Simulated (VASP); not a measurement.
**DyNi3B2: single point with PBE**

Crystal: DyNi3B2.

```
Dy B Ni
1.0
     5.01676    0.00000    0.00000
    -2.50838    4.34465    0.00000
     0.00000    0.00000    3.00527
Dy B Ni
1 2 3
Cartesian
  0.0000 0.0000 0.0000
  -0.0003 2.8966 0.0000
  2.5081 1.4481 0.0000
  2.5084 0.0000 1.5026
  1.2542 2.1723 1.5026
  -1.2542 2.1723 1.5026
```

```
Program                : VASP 6.6.1
Task                   : single point
Functional             : PBE
Potentials or basis    : VASP PAW PBE potentials, release 64 (Dy, B, Ni)
Cutoff                 : 600 eV
k mesh                 : 6 × 6 × 8
Occupations            : fermi-dirac, width 0.0492 eV
Spin                   : collinear spin, ferrimagnetic start
Starting moments       : [5.0, 0.0, 0.0, -2.0, 2.0, -2.0] μB
Dipole correction      : no
Further INCAR settings : ALGO = Normal; EDIFF = 1e-06; NBANDS = 41; ISYM = 0
```

```
Pressure                                              : 6.0 GPa
Largest force                                         : 0.010 eV/Å
Net moment                                            : 4.71 μB per cell
Site moments                                          : Dy +4.63; B -0.01; Ni -0.01, +0.01 (each value once) μB
Valence electrons inside the program's atomic spheres : Dy 17.91; B 1.77; Ni 9.59
```

Forces on the atoms (eV/Å):
```
Dy  -0.001  0.000  0.000
B    0.008 -0.005  0.000
B   -0.005  0.005  0.000
Ni   0.000  0.000  0.000
Ni  -0.001  0.000  0.000
Ni  -0.001  0.000  0.000
```

Stress tensor (GPa, compression positive):
```
 4.59 -0.22 -0.01
-0.22  4.32  0.02
-0.01  0.02  8.94
```

Levels at points of the mesh, in eV from the Fermi level:
Spin up:
| k point | band 27 | band 28 | band 29 | band 30 | band 31 | band 32 | band 33 | band 34 |
| --- | --- | --- | --- | --- | --- | --- | --- | --- |
| (0.00, 0.00, 0.00) | -1.66 | -0.97 | -0.97 | -0.90 | 0.29 | 0.30 | 0.65 | 0.93 |
| (0.50, 0.00, 0.00) | -2.12 | -1.80 | -1.71 | -0.03 | 0.22 | 0.72 | 2.27 | 2.52 |
| (0.00, 0.50, 0.00) | -2.12 | -1.80 | -1.71 | -0.03 | 0.22 | 0.72 | 2.27 | 2.52 |
| (0.50, 0.50, 0.00) | -2.09 | -1.78 | -1.71 | -0.01 | 0.21 | 0.70 | 2.27 | 2.52 |
| (0.00, 0.00, 0.50) | -1.75 | -1.68 | -1.43 | -1.42 | -1.28 | -1.26 | -0.89 | 2.79 |
| (0.50, 0.00, 0.50) | -1.75 | -1.71 | -1.45 | -1.37 | -0.82 | 0.28 | 1.97 | 2.88 |
| (0.00, 0.50, 0.50) | -1.75 | -1.71 | -1.45 | -1.37 | -0.82 | 0.28 | 1.97 | 2.88 |
| (0.50, 0.50, 0.50) | -1.74 | -1.70 | -1.44 | -1.38 | -0.83 | 0.28 | 1.97 | 2.88 |
Spin down:
```csv
k point,band 23,band 24,band 25,band 26,band 27,band 28,band 29,band 30
"(0.00, 0.00, 0.00)",-0.83,-0.28,-0.03,0.01,0.32,0.32,0.49,0.57
"(0.50, 0.00, 0.00)",-0.12,-0.11,-0.02,0.09,0.49,0.60,0.60,0.76
"(0.00, 0.50, 0.00)",-0.12,-0.11,-0.02,0.09,0.49,0.60,0.60,0.76
"(0.50, 0.50, 0.00)",-0.12,-0.10,-0.02,0.03,0.49,0.54,0.63,0.81
"(0.00, 0.00, 0.50)",-1.46,-0.99,-0.99,-0.90,-0.33,-0.07,0.01,0.52
"(0.50, 0.00, 0.50)",-1.45,-1.05,-0.43,-0.09,-0.08,0.44,0.50,0.83
"(0.00, 0.50, 0.50)",-1.45,-1.05,-0.43,-0.09,-0.07,0.44,0.50,0.83
"(0.50, 0.50, 0.50)",-1.46,-1.06,-0.49,-0.09,0.05,0.43,0.45,0.93
```

It took 22 min on 4 MPI ranks on AMD EPYC 7R13 Processor (Zen 3), with other jobs on the host, peak memory 0.81 GiB a rank.

Caveat: the magnetic or orbital state may not be the lowest; the cell stands under pressure; spin-orbit coupling is left out, which moves the levels of the heavy elements; semilocal functionals describe open f shells poorly, which spoils levels, moments and volumes. The state reached can hang on the start; a lower one may exist.
